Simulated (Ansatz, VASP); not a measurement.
## C in VASP and in Ansatz

The input INCAR:

```
ALGO = Normal ; EDIFF = 1E-6
ENCUT = 520 ; GGA = PE
ISIF = 2 ; ISMEAR = 0
LASPH = T ; LCHARG = F
LREAL = F ; LWAVE = F
NBANDS = 36 ; NELM = 60
PREC = Accurate ; SIGMA = 0.05
```

KPOINTS

```
k-points
0
Gamma
  10 10 2
```

The input POSCAR:

```
C
1.0
    1.7857375322     -1.7857375322      0.0000000000
    1.7857375322      0.0000000000     -1.7857375322
    7.7203003980      7.7203003980      7.7203003980
C
12
Direct
    0.6666666667      0.6666666667      0.2506103379
    0.0000000000      0.0000000000      0.0964075703
    0.3333333333      0.3333333333      0.4048131055
    0.6666666667      0.6666666667      0.7132186407
    1.0000000000      1.0000000000      0.5590158731
    0.3333333333      0.3333333333      0.8674214083
    0.6666666667      0.6666666667      0.3662624136
    1.0000000000      1.0000000000      0.2120596460
    0.3333333333      0.3333333333      0.5204651812
    0.6666666667      0.6666666667      0.8288707164
    0.0000000000      0.0000000000      0.6746679488
    0.3333333333      0.3333333333      0.0578568784
```

Input for Ansatz:

```yaml
crystal:
  lattice:
    - [1.7857375322, -1.7857375322, 0.0]
    - [1.7857375322, 0.0, -1.7857375322]
    - [7.720300398, 7.720300398, 7.720300398]
  atoms:
    - { symbol: C, position: [0.6666666667, 0.6666666667, 0.2506103379] }
    - { symbol: C, position: [0.0, 0.0, 0.0964075703] }
    - { symbol: C, position: [0.3333333333, 0.3333333333, 0.4048131055] }
    - { symbol: C, position: [0.6666666667, 0.6666666667, 0.7132186407] }
    - { symbol: C, position: [1.0, 1.0, 0.5590158731] }
    - { symbol: C, position: [0.3333333333, 0.3333333333, 0.8674214083] }
    - { symbol: C, position: [0.6666666667, 0.6666666667, 0.3662624136] }
    - { symbol: C, position: [1.0, 1.0, 0.212059646] }
    - { symbol: C, position: [0.3333333333, 0.3333333333, 0.5204651812] }
    - { symbol: C, position: [0.6666666667, 0.6666666667, 0.8288707164] }
    - { symbol: C, position: [0.0, 0.0, 0.6746679488] }
    - { symbol: C, position: [0.3333333333, 0.3333333333, 0.0578568784] }
basis:
  ecutwfc: 420
kpoints:
  mp_grid: { grid: [10, 10, 2] }
hamiltonian:
  xc: pbe
scf:
  occupations: { method: gaussian, width: 0.05 }
output:
  forces: true
  stress: true
  eigenvalues: true
```

Alike in both runs: task single point; functional PBE; k mesh 10 × 10 × 2; occupations gaussian, width 0.05 eV; no spin polarisation.

|  | VASP | Ansatz |
| --- | --- | --- |
| version | VASP 6.6.1 | Ansatz 0.2.0 |
| potentials or method | VASP PAW PBE potentials, release 64 (C), cutoff 520 eV | scalar-relativistic, plane waves, PAW |
| valence electrons in the cell | 48 | 48 |

|  | VASP | Ansatz | Ansatz less VASP |
| --- | --- | --- | --- |
| gap on the k mesh at the Fermi level (eV) | 1.28 | 1.28 | -0.002 |
| least direct gap on the mesh (eV) | 1.94 | 1.94 | +0.001 |
| pressure (GPa) | -6.7 | -7.3 | -0.61 |
| traceless stress, the component that is largest in VASP (GPa) | -5.48 | -5.46 | +0.016 |
| rms of the force components (eV/Å) | 0.794 | 0.794 | +0.0002 |

Atom by atom the forces differ by 0.006 eV/Å (rms over components). With one functional, cell and mesh, what is left measures potentials, basis and numerics.
